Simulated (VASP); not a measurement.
# LiH (Fm-3m) in VASP: further runs

Runs on LiH. Level: PBE. Tasks: single point, relaxation of cell and atoms.

All numbers are computed with VASP 6.6.1; they aren't measurements. Logs are shortened: lines on timing, memory, paths and dates and some standing lists are left out, and cuts for length are marked.

## 1. The cell of the first run

The structure is cubic, space group Fm-3m (No. 225). The conventional cell has a = 4.007 Å, b = 4.007 Å, c = 4.007 Å, α = 90.00°, β = 90.00°, γ = 90.00°. Within 2.7 Å of Li (site symmetry m-3m) lie 6 H at 2.00 Å. Within 2.7 Å of H (site symmetry m-3m) lie 6 Li at 2.00 Å.

## 2. Single point, PBE

The input, INCAR:

```
ALGO = Normal
EDIFF = 1E-6
ENCUT = 520
GGA = PE
ISIF = 2
ISMEAR = 0
LASPH = T
LCHARG = F
LREAL = F
LWAVE = F
NBANDS = 15
NELM = 100
PREC = Accurate
SIGMA = 0.02
```

The input, KPOINTS:

```
k-points
0
Gamma
  9 9 4
```

The input, POSCAR:

```
LiH
1.0
    2.8335386628      0.0000002840      0.0000000000
   -1.4167695773      2.4539163226      0.0000000000
    0.0000000000      0.0000000000      6.9407398828
Li H
3 3
Direct
    0.0000000000      0.0000000000      0.0000000000
    0.3333333333      0.6666666667      0.3333333333
    0.6666666667      0.3333333333      0.6666666667
    0.6666666667      0.3333333333      0.1666666667
    0.0000000000      0.0000000000      0.5000000000
    0.3333333333      0.6666666667      0.8333333333
```

Potentials or basis: VASP PAW PBE potentials, release 64 (Li_sv, H).

On the command line:

```sh
$ cat potpaw_PBE.64/Li_sv/POTCAR potpaw_PBE.64/H/POTCAR > POTCAR
$ mpirun -np 1 vasp_std > vasp.out
```

OUTCAR:

```text
EDIFF = 1E-6
   ENCUT = 520
   GGA = PE
   ISIF = 2
   ISMEAR = 0
   LASPH = T
   LREAL = F
   NELM = 100
   PREC = Accurate

 ion  position               nearest neighbor table
   1  0.000  0.000  0.000-
   2  0.333  0.667  0.333-
   3  0.667  0.333  0.667-
   4  0.667  0.333  0.167-
   5  0.000  0.000  0.500-
   6  0.333  0.667  0.833-

  LATTYP: Found a hexagonal cell.
 ALAT       =     2.8335386628
 C/A-ratio  =     2.4494953868

  Lattice vectors:

 A1 = (   2.8335386628,   0.0000002840,   0.0000000000)
 A2 = (  -1.4167695773,   2.4539163226,   0.0000000000)
 A3 = (   0.0000000000,   0.0000000000,   6.9407398828)

Analysis of symmetry for initial positions (statically):
=====================================================================
 Subroutine PRICEL returns following result:

  LATTYP: Found a face centered cubic cell.
 ALAT       =     4.0072349615

  Lattice vectors:

 A1 = (   1.4167694132,  -0.8179720128,   2.3135799607)
 A2 = (  -0.0000001641,   1.6359443098,   2.3135799607)
 A3 = (  -1.4167692492,  -0.8179722970,   2.3135799614)

   3 primitive cells build up your supercell.

 Routine SETGRP: Setting up the symmetry group for a
 hexagonal supercell.

 Subroutine GETGRP returns: Found 12 space group operations
 (whereof 12 operations were pure point group operations)
 out of a pool of 24 trial point group operations.

The static configuration has the point symmetry D_3d.

Analysis of symmetry for dynamics (positions and initial velocities):
=====================================================================
 Subroutine PRICEL returns following result:

  LATTYP: Found a face centered cubic cell.
 ALAT       =     4.0072349615

  Lattice vectors:

 A1 = (   1.4167694132,  -0.8179720128,   2.3135799607)
 A2 = (  -0.0000001641,   1.6359443098,   2.3135799607)
 A3 = (  -1.4167692492,  -0.8179722970,   2.3135799614)

   3 primitive cells build up your supercell.

 Routine SETGRP: Setting up the symmetry group for a
 hexagonal supercell.

 Subroutine GETGRP returns: Found 12 space group operations
 (whereof 12 operations were pure point group operations)
 out of a pool of 24 trial point group operations.

The dynamic configuration has the point symmetry D_3d.

 Subroutine INISYM returns: Found 12 space group operations
 (whereof 12 operations are pure point group operations),
 and found     3 'primitive' translations

----------------------------------------------------------------------------------------

                                     Primitive cell

  volume of cell :      16.0869

  direct lattice vectors                    reciprocal lattice vectors
     1.416769413 -0.817972013  2.313579961     0.352915621 -0.203755882  0.144076859
    -0.000000164  1.635944310  2.313579961    -0.000000041  0.407511834  0.144076859
    -1.416769249 -0.817972297  2.313579961    -0.352915581 -0.203755953  0.144076859

  length of vectors
     2.833543015  2.833543015  2.833543016     0.432231462  0.432231462  0.432231462

  position of ions in fractional coordinates (direct lattice)
     0.000000000  0.000000000  0.000000000
     0.500000000  0.500000000  0.500000000

  ion indices of the primitive-cell ions
   primitive index   ion index
                 1           1
                 2           4

----------------------------------------------------------------------------------------

 KPOINTS: k-points

Automatic generation of k-mesh.
 Grid dimensions read from file:
 generate k-points for:    9    9    4

 Generating k-lattice:

  Cartesian coordinates                     Fractional coordinates (reciprocal lattice)
     0.039212842  0.022639550  0.000000000     0.111111111  0.000000000  0.000000000
    -0.000000005  0.045279093  0.000000000     0.000000000  0.111111111  0.000000000
     0.000000000  0.000000000  0.036019215     0.000000000  0.000000000  0.250000000

  Length of vectors
     0.045279093  0.045279093  0.036019215

  Shift w.r.t. Gamma in fractional coordinates (k-lattice)
     0.000000000  0.000000000  0.000000000

 Subroutine IBZKPT returns following result:
 ===========================================

 Found     43 irreducible k-points:

 Following reciprocal coordinates:
            Coordinates               Weight
  0.000000  0.000000  0.000000      1.000000
  0.111111  0.000000  0.000000      6.000000
  0.222222  0.000000  0.000000      6.000000
  0.333333  0.000000  0.000000      6.000000
  0.444444  0.000000  0.000000      6.000000
  0.111111  0.111111  0.000000      6.000000
[... 16 lines left out ...]
  0.222222  0.111111  0.250000     12.000000
 -0.111111  0.333333  0.250000     12.000000
 [... further k-points ...]
   k-points           NKPTS =     43   k-points in BZ     NKDIM =     43   number of bands    NBANDS=     15
   number of dos      NEDOS =    301   number of ions     NIONS =      6
   total plane-waves  NPLWV =  31104
   dimension x,y,z NGX =    24 NGY =   24 NGZ =   54
   dimension x,y,z NGXF=    48 NGYF=   48 NGZF=  108
   ions per type =               3   3
   NGX,Y,Z   is equivalent  to a cutoff of  14.08, 14.08, 12.93 a.u.
   NGXF,Y,Z  is equivalent  to a cutoff of  28.16, 28.16, 25.87 a.u.
 SYSTEM =  unknown system
   PREC   = accura    normal or accurate (medium, high low for compatibility)
   ISTART =      0    job   : 0-new  1-cont  2-samecut
   ICHARG =      2    charge: 1-file 2-atom 10-const
   ISPIN  =      1    spin polarized calculation?
   LNONCOLLINEAR =      F non collinear calculations
   LSORBIT =      F    spin-orbit coupling
   LASPH  =      T    aspherical Exc in radial PAW
   ENCUT  =  520.0 eV  38.22 Ry    6.18 a.u.   5.27  5.27 12.91*2*pi/ulx,y,z
   NELM   =    100;   NELMIN=  2; NELMDL= -5     # of ELM steps
   EDIFF  = 0.1E-05   stopping-criterion for ELM
   LREAL  =      F    real-space projection
   EDIFFG = 0.1E-04   stopping-criterion for IOM
   NSW    =      0    number of steps for IOM
   IBRION =     -1    ionic relax: 0-MD 1-quasi-New 2-CG
   NFREE  =      0    steps in history (QN), initial steepest desc. (CG)
   ISIF   =      2    stress and relaxation
   ISYM   =      2    0-nonsym 1-usesym 2-fastsym
   POTIM  = 0.5000    time-step for ionic-motion
   TEBEG  =    0.0;   TEEND  =   0.0 temperature during run
   PSTRESS=    0.0 pullay stress
   NELECT =      12.0000    total number of electrons
   NUPDOWN=      -1.0000    fix difference up-down
   EMIN   =  10.00;   EMAX   =-10.00  energy-range for DOS
   EFERMI =   0.00;   METHOD = LEGACY
   ISMEAR =     0;   SIGMA  =   0.02  broadening in eV -4-tet -1-fermi 0-gaus
   EFERMI_NEDOS =   21; number of points for ismear=-14 and -15
   IALGO  =     38    algorithm
   IMIX   =      4    mixing-type and parameters
     AMIX     =   0.40;   BMIX     =  1.00
     AMIX_MAG =   1.60;   BMIX_MAG =  1.00
  volume/ion in A,a.u.               =       8.04        54.28
  Fermi-wavevector in a.u.,A,eV,Ry     =   1.029446  1.945371 14.418905  1.059760
  Thomas-Fermi vector in A             =   2.163494
   LORBIT       =      0    0 simple, 1 ext, 2 COOP (PROOUT), +10 PAW based schemes
   GGA     = PE    functional components
   LHFCALC =     F    Hartree Fock is set to
   AEXX    =    0.0000 exact exchange contribution
   IVDW    =     0    specifies the selected vdW correction
   LEPSILON=     F    determine dielectric tensor
   LRPA    =     F    only Hartree local field effects (RPA)
 non-spin polarized calculation
 Gauss-broadening in eV      SIGMA  =   0.02
  energy-cutoff  :      520.00
  volume of cell :       48.26
 maximum number of plane-waves:      1320
 NGX is ok and might be reduce to    24
   NGX = 11   NGY = 11   NGZ = 25

 number of electron      11.9999985 magnetization

 Free energy of the ion-electron system (eV)
  ---------------------------------------------------
  ext. energy  EPLUGINS =         0.00000000
  ---------------------------------------------------
  free energy    TOTEN  =       -18.38124664 eV

  energy without entropy =      -18.38124664  energy(sigma->0) =      -18.38124664

 E-fermi :   0.2728     XC(G=0):  -8.5148

 val. band max:        0.0270029982   @ k =   0.4444   0.1111   0.0000
 cond. band min:       3.3014074135   @ k =   0.4444   0.1111   0.0000
 fundamental gap:      3.2744044153
 Fermi energy:         0.2728071407

 k-point     1 :       0.0000    0.0000    0.0000
  band No.  band energies     occupation
      1     -44.1940      2.00000
      2     -44.1592      2.00000
      3     -44.1592      2.00000
      4      -5.3412      2.00000
      5      -3.5500      2.00000
      6      -3.5500      2.00000
      7       7.4208      0.00000
      8       7.4208      0.00000
      9      14.4113      0.00000
     10      14.4113      0.00000
     11      16.2037      0.00000
     12      16.5498      0.00000
     13      16.5498      0.00000
     14      16.5498      0.00000
     15      16.5498      0.00000

 k-point     2 :       0.1111    0.0000    0.0000
  band No.  band energies     occupation
      1     -44.1893      2.00000
      2     -44.1564      2.00000
      3     -44.1563      2.00000
      4      -5.1466      2.00000
      5      -3.3358      2.00000
      6      -3.3224      2.00000
      7       7.4719      0.00000
      8       7.5166      0.00000
      9      12.0788      0.00000
     10      12.8721      0.00000
     11      14.4786      0.00000
     12      14.7243      0.00000
     13      15.8939      0.00000
     14      16.7637      0.00000
     15      17.0440      0.00000
[... 365 lines left out ...]
      3     -44.1382      2.00000
      4      -3.8556      2.00000
      5      -2.9789      2.00000
      6      -1.2587      2.00000
      7       5.5123      0.00000
      8       7.6646      0.00000
      9       7.8309      0.00000
     10      10.3919      0.00000
     11      10.4656      0.00000
     12      11.3566      0.00000
     13      12.3455      0.00000
     14      14.2194      0.00000
     15      14.6489      0.00000

 k-point    24 :      -0.1111    0.3333    0.2500
  band No.  band energies     occupation
      1     -44.1648      2.00000
      2     -44.1508      2.00000
      3     -44.1389      2.00000
      4      -3.9129      2.00000
      5      -2.8212      2.00000
      6      -1.4079      2.00000
      7       6.0484      0.00000
      8       7.1466      0.00000
      9       8.0630      0.00000
     10       9.1275      0.00000
     11      10.4849      0.00000
     12      12.6448      0.00000
     13      13.0416      0.00000
     14      13.0821      0.00000
     15      15.7357      0.00000

 [... further k-points ...]
[... 5 lines left out ...]
  --------------------------------------------------------------------------------------
  -------------------------------------------------------------------------------------
  Total       -0.0781395     -0.0781395     -0.0789720     -0.0000000     -0.0000000      0.0000000
  in kB       -2.5940973     -2.5940973     -2.6217369     -0.0000000     -0.0000000      0.0000000
  external PRESSURE =      -2.6033105 kB  Pullay stress =       0.0000000 kB

 VOLUME and BASIS-vectors are now :
 -----------------------------------------------------------------------------
  energy-cutoff  :      520.00
  volume of cell :       48.26
      direct lattice vectors                 reciprocal lattice vectors
     2.833538663  0.000000284  0.000000000     0.352915581  0.203755953  0.000000000
    -1.416769577  2.453916323  0.000000000    -0.000000041  0.407511834  0.000000000
     0.000000000  0.000000000  6.940739883     0.000000000  0.000000000  0.144076859

 POSITION                                       TOTAL-FORCE (eV/Angst)
 -----------------------------------------------------------------------------------
      0.00000      0.00000      0.00000        -0.000000      0.000000      0.000000
     -0.00000      1.63594      2.31358         0.000000     -0.000000      0.000000
      1.41677      0.81797      4.62716         0.000000      0.000000     -0.000000
      1.41677      0.81797      1.15679        -0.000000     -0.000000      0.000000
      0.00000      0.00000      3.47037        -0.000000     -0.000000      0.000000
     -0.00000      1.63594      5.78395        -0.000000     -0.000000      0.000000
 -----------------------------------------------------------------------------------
    total drift:                               -0.000000      0.000000      0.000000

  FREE ENERGIE OF THE ION-ELECTRON SYSTEM (eV)
  ---------------------------------------------------
  free  energy   TOTEN  =       -18.3812466360 eV

  energy  without entropy=      -18.3812466360  energy(sigma->0) =      -18.38124664
```

Run time: 34 s. Hardware: 1 thread of Intel Xeon Platinum 8488C (Sapphire Rapids), shared host; peak memory 0.18 GiB.

Results:

| Quantity | Value |
| --- | --- |
| Free energy | -18.3812 eV |
| Band gap on the k mesh | 3.27 eV |

Caveat: the cutoff is under 1.25 times the usual one of these potentials, so pressure, stress and relaxed cells hold a basis-set (Pulay) error; an odd mesh through Γ misses points on the zone boundary, where band edges can lie.

## 3. Relaxation of cell and atoms, PBE

This run uses another cell than the first one, of 8.45 Å³/atom.

The input, INCAR:

```
SYSTEM = LiH
PREC = Accurate
ENCUT = 600
EDIFF = 1E-6
ISMEAR = 0
SIGMA = 0.02
LREAL = .FALSE.
LASPH = .TRUE.
NELM = 80
ALGO = Normal
ISIF = 3
LWAVE = .FALSE.
LCHARG = .FALSE.
GGA = PE
IBRION = 2
NSW = 100
EDIFFG = -0.005
```

The input, KPOINTS:

```
Automatic mesh
0
G
  9 9 4
  0 0 0
```

The input, POSCAR:

```
LiH
1.0
    2.8803990000      0.0000000000      0.0000000000
   -1.4402000000      2.4944990000      0.0000000000
    0.0000000000      0.0000000000      7.0555090000
Li H
3 3
Direct
    0.0000000000      0.0000000000      0.0000000000
    0.3333333300      0.6666666700      0.3333333300
    0.6666666700      0.3333333300      0.6666666700
    0.6666666700      0.3333333300      0.1666666700
    0.0000000000      0.0000000000      0.5000000000
    0.3333333300      0.6666666700      0.8333333300
```

Potentials or basis: VASP PAW PBE potentials, release 64 (Li_sv, H).

On the command line:

```sh
$ cat potpaw_PBE.64/Li_sv/POTCAR potpaw_PBE.64/H/POTCAR > POTCAR
$ mpirun -np 1 vasp_std > vasp.out
```

Run time: 53 s. Hardware: 1 thread of Intel Xeon Platinum 8488C (Sapphire Rapids), shared host; peak memory 0.18 GiB.

The run converged. Its results:

```
Free energy                           : -18.3852 eV
Relaxed volume                        : 7.98 Å³/atom
Relaxed cell                          : a = 2.826 Å, b = 2.826 Å, c = 6.922 Å, α = 90.00°, β = 90.00°, γ = 120.00°
Space group after relaxing (to 0.1 Å) : Fm-3m (No. 225)
Energy gained by relaxing             : 2.8 meV/atom
Ionic steps                           : 3
Pressure after relaxing               : 0.0 GPa
Band gap on the k mesh                : 3.27 eV
```

The path:
```csv
step,energy change (eV),largest force (eV/Å),pressure (GPa),volume (Å³)
1,0.0000,0.0000,-1.86,50.69
2,-0.0073,0.0000,-1.42,49.98
3,-0.0167,0.0000,0.03,47.88
```

Final structure:
```xyz
6
Lattice="2.8260 0.0000 0.0000 -1.4130 2.4474 0.0000 0.0000 0.0000 6.9222" Properties=species:S:1:pos:R:3 pbc="T T T"
Li    0.0000    0.0000    0.0000
Li    0.0000    1.6316    2.3074
Li    1.4130    0.8158    4.6148
H     1.4130    0.8158    1.1537
H     0.0000    0.0000    3.4611
H     0.0000    1.6316    5.7685
```

Levels at points of the mesh, in eV from the valence-band top:
```csv
k point,band 3,band 4,band 5,band 6,band 7,band 8,band 9,band 10
"(0.00, 0.00, 0.00)",-44.17,-5.40,-3.60,-3.60,7.42,7.42,14.46,14.46
"(0.00, 0.00, 0.50)",-44.16,-4.91,-4.91,-2.58,5.01,12.63,12.63,13.81
```

Caveat: the cutoff is under 1.25 times the usual one of these potentials, so pressure, stress and relaxed cells hold a basis-set (Pulay) error; an odd mesh through Γ misses points on the zone boundary, where band edges can lie.
